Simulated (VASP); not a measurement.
Write the native input for VASP 6.6.1 that does the following.

| Quantity | Value |
| --- | --- |
| Task | single point |
| Functional | LDA |
| Potentials or basis | VASP PAW LDA potentials, release 64 (Pt) |
| Cutoff | 520 eV |
| k mesh | 11 × 11 × 6 |
| Occupations | methfessel-paxton, width 0.1 eV |
| Spin | no spin polarisation |
| Dipole correction | no |
| Further INCAR settings | ALGO = Normal; EDIFF = 1e-06; NBANDS = 17 |

The structure of Pt lies in POSCAR:

```
Pt
1.0
    2.7606660000      0.0000000000      0.0000000000
   -1.3803330000      2.3908070000      0.0000000000
    0.0000000000      0.0000000000      4.7921340000
Pt
2
Direct
    0.6666666667      0.3333333333      0.7500000000
    0.3333333333      0.6666666667      0.2500000000
```

The input as run:

INCAR

```
PREC     = Accurate       # precision mode
ENCUT    = 520            # plane-wave cutoff, eV
EDIFF    = 1E-6           # SCF threshold, eV
ISMEAR   = 1              # smearing method
SIGMA    = 0.1            # smearing width, eV
LREAL    = F              # projectors in reciprocal space
LASPH    = T              # aspherical terms in the spheres
NELM     = 60             # most SCF steps
ALGO     = Normal         # electronic algorithm
ISIF     = 2              # what is computed and relaxed
LWAVE    = F              # write WAVECAR
LCHARG   = T              # write CHGCAR
GGA      = CA             # functional
LELF     = T              # ELF
LVHAR    = T            
NBANDS   = 17             # bands
```

KPOINTS

```
Automatic mesh
0
Gamma
  11 11 6
```

Potentials or basis: VASP PAW LDA potentials, release 64 (Pt).

Command:

```console
$ cat potpaw_LDA.64/Pt/POTCAR > POTCAR
$ mpirun -np 1 vasp_std > vasp.out
```

It gave:

* Pressure: -15.2 GPa
* Band gap on the k mesh: zero (band 10 reaches 10.60 eV, above the bottom of band 11 at 9.43 eV)

Caveat: spin-orbit coupling is left out, which moves the levels of the heavy elements.

Wall time 62 s on 1 thread of AMD EPYC 7R13, on a shared host, peak memory 0.13 GiB.
